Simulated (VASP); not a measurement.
# ZnS (I-4m2) in VASP: single point with HSE06

Aim: the single point of ZnS with HSE06.

Program: VASP 6.6.1. These are calculated values, not measurements. Logs are shortened: lines on timing, memory, paths and dates and some standing lists are left out, and cuts for length are marked.

### 1 The cell of the first run

It takes space group I-4m2 (No. 119, tetragonal). The conventional cell has a = 3.810 Å, b = 3.810 Å, c = 5.496 Å, α = 90.00°, β = 90.00°, γ = 90.00°. Zn (site symmetry -4m2) has 4 S at 2.35 Å within 3.1 Å. S (site symmetry -4m2) has 4 Zn at 2.35 Å within 3.1 Å.

### 2 Single point, HSE06 (uniaxial z strain +2.0%)

POSCAR reads:

```
ZnS
1.0
    0.0000000000      2.6940858315      2.7479675482
    2.6940858315      0.0000000000      2.7479675482
    2.6940858315      2.6940858315      0.0000000000
Zn S
1 1
Direct
    0.0000000000      0.0000000000      0.0000000000
    0.2500000000      0.2500000000      0.2500000000
```

INCAR.step1 reads:

```
SYSTEM = ZnS
PREC = Accurate ; ENCUT = 520
EDIFF = 1E-5 ; ISMEAR = 0
SIGMA = 0.01 ; LREAL = .False.
LASPH = .True. ; NELM = 100
ALGO = Normal ; ISIF = 2
LWAVE = .True. ; LCHARG = .False.
GGA = PE ; NBANDS = 16
```

INCAR.step2 reads:

```
SYSTEM = ZnS
PREC = Accurate ; ENCUT = 520
EDIFF = 1E-6 ; ISMEAR = 0
SIGMA = 0.01 ; LREAL = .False.
LASPH = .True. ; NELM = 100
ALGO = Normal ; ISIF = 2
LWAVE = .False. ; LCHARG = .False.
GGA = PE ; LHFCALC = .True.
HFSCREEN = 0.2079 ; PRECFOCK = Normal
ISTART = 1 ; NBANDS = 16
```

KPOINTS reads:

```
regular mesh
0
Gamma
  6 6 6
  0 0 0
```

Potentials or basis: VASP PAW PBE potentials, release 64 (Zn, S).

Started as:

```bash
$ cat potpaw_PBE.64/Zn/POTCAR potpaw_PBE.64/S/POTCAR > POTCAR
$ cp INCAR.step1 INCAR
$ mpirun -np 1 vasp_std > vasp.out
$ cp INCAR.step2 INCAR
$ mpirun -np 1 vasp_std > vasp.out
```

OUTCAR:

```text
SYSTEM = ZnS
   PREC = Accurate
   ENCUT = 520
   EDIFF = 1E-6
   ISMEAR = 0
   LREAL = .False.
   LASPH = .True.
   NELM = 100
   ISIF = 2
   GGA = PE
   LHFCALC = .True.
   HFSCREEN = 0.2079
   PRECFOCK = Normal
   ISTART = 1

 ion  position               nearest neighbor table
   1  0.000  0.000  0.000-   2 2.35   2 2.35   2 2.35   2 2.35
   2  0.250  0.250  0.250-   1 2.35   1 2.35   1 2.35   1 2.35

  LATTYP: Found a body centered tetragonal cell.
 ALAT       =     3.8100127211
 C/A-ratio  =     1.4424978337

  Lattice vectors:

 A1 = (  -2.6940858315,   0.0000000000,   2.7479675482)
 A2 = (   2.6940858315,   0.0000000000,   2.7479675482)
 A3 = (   0.0000000000,   2.6940858315,  -2.7479675482)

Analysis of symmetry for initial positions (statically):
=====================================================================
 Subroutine PRICEL returns:
 Original cell was already a primitive cell.

 Routine SETGRP: Setting up the symmetry group for a
 body centered tetragonal supercell.

 Subroutine GETGRP returns: Found  8 space group operations
 (whereof  8 operations were pure point group operations)
 out of a pool of 16 trial point group operations.

The static configuration has the point symmetry D_2d.

Analysis of symmetry for dynamics (positions and initial velocities):
=====================================================================
 Subroutine PRICEL returns:
 Original cell was already a primitive cell.

 Routine SETGRP: Setting up the symmetry group for a
 body centered tetragonal supercell.

 Subroutine GETGRP returns: Found  8 space group operations
 (whereof  8 operations were pure point group operations)
 out of a pool of 16 trial point group operations.

The dynamic configuration has the point symmetry D_2d.

 Subroutine INISYM returns: Found  8 space group operations
 (whereof  8 operations are pure point group operations),
 and found     1 'primitive' translations

----------------------------------------------------------------------------------------

                                     Primitive cell

  volume of cell :      39.8900

  direct lattice vectors                    reciprocal lattice vectors
     0.000000000  2.694085831  2.747967548    -0.185591711  0.185591711  0.181952658
     2.694085831  0.000000000  2.747967548     0.185591711 -0.185591711  0.181952658
     2.694085831  2.694085831  0.000000000     0.185591711  0.185591711 -0.181952658

  length of vectors
     3.848301458  3.848301458  3.810012721     0.319367087  0.319367087  0.319367087

  position of ions in fractional coordinates (direct lattice)
     0.000000000  0.000000000  0.000000000
     0.250000000  0.250000000  0.250000000

  ion indices of the primitive-cell ions
   primitive index   ion index
                 1           1
                 2           2

----------------------------------------------------------------------------------------

 KPOINTS: regular mesh

Automatic generation of k-mesh.
 Grid dimensions read from file:
 generate k-points for:    6    6    6

 Generating k-lattice:

  Cartesian coordinates                     Fractional coordinates (reciprocal lattice)
    -0.030931952  0.030931952  0.030325443     0.166666667  0.000000000  0.000000000
     0.030931952 -0.030931952  0.030325443     0.000000000  0.166666667  0.000000000
     0.030931952  0.030931952 -0.030325443    -0.000000000 -0.000000000  0.166666667

  Length of vectors
     0.053227848  0.053227848  0.053227848

  Shift w.r.t. Gamma in fractional coordinates (k-lattice)
     0.000000000  0.000000000  0.000000000

 Subroutine IBZKPT returns following result:
 ===========================================

 Found     30 irreducible k-points:

 Following reciprocal coordinates:
            Coordinates               Weight
  0.000000  0.000000  0.000000      1.000000
  0.166667 -0.000000  0.000000      8.000000
  0.333333 -0.000000  0.000000      8.000000
  0.500000 -0.000000  0.000000      4.000000
  0.166667  0.166667  0.000000      2.000000
  0.333333  0.166667  0.000000      8.000000
[... 16 lines left out ...]
  0.333333  0.000000  0.333333      4.000000
  0.500000 -0.000000  0.333333     16.000000
 [... further k-points ...]
   k-points           NKPTS =     30   k-points in BZ     NKDIM =    216   number of bands    NBANDS=     16
   number of dos      NEDOS =    301   number of ions     NIONS =      2
   total plane-waves  NPLWV =  25200
   dimension x,y,z NGX =    30 NGY =   30 NGZ =   28
   dimension x,y,z NGXF=    60 NGYF=   60 NGZF=   56
   ions per type =               1   1
   NGX,Y,Z   is equivalent  to a cutoff of  12.96, 12.96, 12.22 a.u.
   NGXF,Y,Z  is equivalent  to a cutoff of  25.92, 25.92, 24.44 a.u.
 SYSTEM =  ZnS
   PREC   = accura    normal or accurate (medium, high low for compatibility)
   ISTART =      1    job   : 0-new  1-cont  2-samecut
   ICHARG =      0    charge: 1-file 2-atom 10-const
   ISPIN  =      1    spin polarized calculation?
   LNONCOLLINEAR =      F non collinear calculations
   LSORBIT =      F    spin-orbit coupling
   LASPH  =      T    aspherical Exc in radial PAW
   ENCUT  =  520.0 eV  38.22 Ry    6.18 a.u.   7.16  7.16  7.08*2*pi/ulx,y,z
   NELM   =    100;   NELMIN=  2; NELMDL=  0     # of ELM steps
   EDIFF  = 0.1E-05   stopping-criterion for ELM
   LREAL  =      F    real-space projection
   EDIFFG = 0.1E-04   stopping-criterion for IOM
   NSW    =      0    number of steps for IOM
   IBRION =     -1    ionic relax: 0-MD 1-quasi-New 2-CG
   NFREE  =      0    steps in history (QN), initial steepest desc. (CG)
   ISIF   =      2    stress and relaxation
   ISYM   =      3    0-nonsym 1-usesym 2-fastsym
   POTIM  = 0.5000    time-step for ionic-motion
   TEBEG  =    0.0;   TEEND  =   0.0 temperature during run
   PSTRESS=    0.0 pullay stress
   NELECT =      18.0000    total number of electrons
   NUPDOWN=      -1.0000    fix difference up-down
   EMIN   =  10.00;   EMAX   =-10.00  energy-range for DOS
   EFERMI =   0.00;   METHOD = LEGACY
   ISMEAR =     0;   SIGMA  =   0.01  broadening in eV -4-tet -1-fermi 0-gaus
   EFERMI_NEDOS =   21; number of points for ismear=-14 and -15
   IALGO  =     38    algorithm
   IMIX   =      1    mixing-type and parameters
     AMIX     =   0.40;   BMIX     =  1.00
     AMIX_MAG =   1.60;   BMIX_MAG =  1.00
  volume/ion in A,a.u.               =      19.95       134.60
  Fermi-wavevector in a.u.,A,eV,Ry     =   1.255676  2.372883 21.452600  1.576722
  Thomas-Fermi vector in A             =   2.389421
   LORBIT       =      0    0 simple, 1 ext, 2 COOP (PROOUT), +10 PAW based schemes
   GGA     = PE    functional components
   LHFCALC =     T    Hartree Fock is set to
   PRECFOCK=normal    Normal, Fast or Accurate (Low or Medium for compatibility)
   ENCUT4O =  -1.0   cutoff for four orbital integrals eV
   NKREDX  =     1    reduce k-point grid by
   NKREDY  =     1    reduce k-point grid by
   NKREDZ  =     1    reduce k-point grid by
   AEXX    =    0.2500 exact exchange contribution
   HFSCREEN=    0.2079 screening length (either q_TF or 0.3 A-1)
   HFSCREENC=   0.2079 screening length for correlation (either q_TF or 0.3 A-1)
   ENCUTFOCK=  -1.0 apply spherical cutoff to Coloumb kernel
   IVDW    =     0    specifies the selected vdW correction
   LEPSILON=     F    determine dielectric tensor
   LRPA    =     F    only Hartree local field effects (RPA)
 non-spin polarized calculation
 Gauss-broadening in eV      SIGMA  =   0.01
  energy-cutoff  :      520.00
  volume of cell :       39.89
 maximum number of plane-waves:      1084
 NGX is ok and might be reduce to    30
  NGX = 24; NGY = 24; NGZ = 24

 number of electron      18.0000001 magnetization

 Free energy of the ion-electron system (eV)
  ---------------------------------------------------
  ext. energy  EPLUGINS =         0.00000000
  ---------------------------------------------------
  free energy    TOTEN  =        -8.37230893 eV

  energy without entropy =       -8.37230893  energy(sigma->0) =       -8.37230893

 E-fermi :   1.3609     XC(G=0):  -7.9319

 val. band max:        1.3082083172   @ k =   0.0000   0.0000   0.0000
 cond. band min:       4.5546663185   @ k =   0.0000   0.0000   0.0000
 fundamental gap:      3.2464580013
 Fermi energy:         1.3609329545

 k-point     1 :       0.0000    0.0000    0.0000
  band No.  band energies     occupation
      1     -12.9582      2.00000
      2      -6.5341      2.00000
      3      -6.5241      2.00000
      4      -6.5241      2.00000
      5      -6.0974      2.00000
      6      -6.0937      2.00000
[... 8 lines left out ...]
     15      14.6112      0.00000
     16      14.6334      0.00000

 k-point     2 :       0.1667   -0.0000    0.0000
  band No.  band energies     occupation
      1     -12.7443      2.00000
      2      -6.5008      2.00000
      3      -6.4915      2.00000
      4      -6.4862      2.00000
      5      -6.0980      2.00000
      6      -6.0965      2.00000
[... 8 lines left out ...]
     15      13.7038      0.00000
     16      15.3374      0.00000

 k-point     3 :       0.3333   -0.0000    0.0000
  band No.  band energies     occupation
      1     -12.2646      2.00000
      2      -6.4473      2.00000
      3      -6.4366      2.00000
      4      -6.2546      2.00000
      5      -6.0885      2.00000
      6      -6.0838      2.00000
[... 8 lines left out ...]
     15      14.2620      0.00000
     16      14.5041      0.00000

 k-point     4 :       0.5000   -0.0000    0.0000
  band No.  band energies     occupation
      1     -11.9916      2.00000
      2      -6.4289      2.00000
      3      -6.4164      2.00000
      4      -6.0753      2.00000
      5      -6.0678      2.00000
      6      -5.8653      2.00000
[... 8 lines left out ...]
     15      16.1728      0.00000
     16      16.3266      0.00000
[... 324 lines left out ...]
 k-point    22 :      -0.3333    0.5000    0.1667
  band No.  band energies     occupation
      1     -11.6823      2.00000
      2      -6.3721      2.00000
      3      -6.2790      2.00000
      4      -6.1763      2.00000
      5      -6.0744      2.00000
      6      -5.7162      2.00000
[... 8 lines left out ...]
     15      16.8018      0.00000
     16      17.6043      0.00000

 k-point    23 :       0.3333    0.0000    0.3333
  band No.  band energies     occupation
      1     -12.0246      2.00000
      2      -6.4409      2.00000
      3      -6.3264      2.00000
      4      -6.3097      2.00000
      5      -6.0707      2.00000
      6      -6.0445      2.00000
[... 8 lines left out ...]
     15      15.7673      0.00000
     16      19.8852      0.00000

 k-point    24 :       0.5000   -0.0000    0.3333
  band No.  band energies     occupation
      1     -11.7516      2.00000
      2      -6.3981      2.00000
      3      -6.2779      2.00000
      4      -6.2357      2.00000
      5      -6.0470      2.00000
      6      -5.8413      2.00000
[... 8 lines left out ...]
     15      16.4852      0.00000
     16      17.8173      0.00000

 [... further k-points ...]

------------------------ aborting loop because EDIFF is reached ----------------------------------------

  FORCE on cell =-STRESS in cart. coord.  units (eV):
  Direction    XX          YY          ZZ          XY          YZ          ZX
  --------------------------------------------------------------------------------------
  -------------------------------------------------------------------------------------
  Total        0.0829849      0.0829849     -0.1349587      0.0000000      0.0000000      0.0000000
  in kB        3.3330770      3.3330770     -5.4205938      0.0000000      0.0000000      0.0000000
  external PRESSURE =       0.4151867 kB  Pullay stress =       0.0000000 kB

 VOLUME and BASIS-vectors are now :
 -----------------------------------------------------------------------------
  energy-cutoff  :      520.00
  volume of cell :       39.89
      direct lattice vectors                 reciprocal lattice vectors
     0.000000000  2.694085831  2.747967548    -0.185591711  0.185591711  0.181952658
     2.694085831  0.000000000  2.747967548     0.185591711 -0.185591711  0.181952658
     2.694085831  2.694085831  0.000000000     0.185591711  0.185591711 -0.181952658

 POSITION                                       TOTAL-FORCE (eV/Angst)
 -----------------------------------------------------------------------------------
      0.00000      0.00000      0.00000        -0.000000     -0.000000      0.000000
      1.34704      1.34704      1.37398         0.000000      0.000000      0.000000
 -----------------------------------------------------------------------------------
    total drift:                                0.000009      0.000009      0.000020

  FREE ENERGIE OF THE ION-ELECTRON SYSTEM (eV)
  ---------------------------------------------------
  free  energy   TOTEN  =        -8.3723089254 eV

  energy  without entropy=       -8.3723089254  energy(sigma->0) =       -8.37230893
```

Run time: 2.6 h. Hardware: 1 thread of Oxide Virtual Turin-like, shared host; peak memory 0.26 GiB.

What came out:

| Property | Result |
| --- | --- |
| Free energy | -8.3723 eV |
| Pressure | 0.0 GPa |
| Band gap on the k mesh | 3.25 eV |

Stress tensor (GPa, compression positive):
```
 0.33  0.00  0.00
 0.00  0.33  0.00
 0.00  0.00 -0.54
```

Caveat: the cell differs from its parent crystal (uniaxial z strain +2.0%); the PAW data sets were made with another functional, which shifts forces and pressure a little.
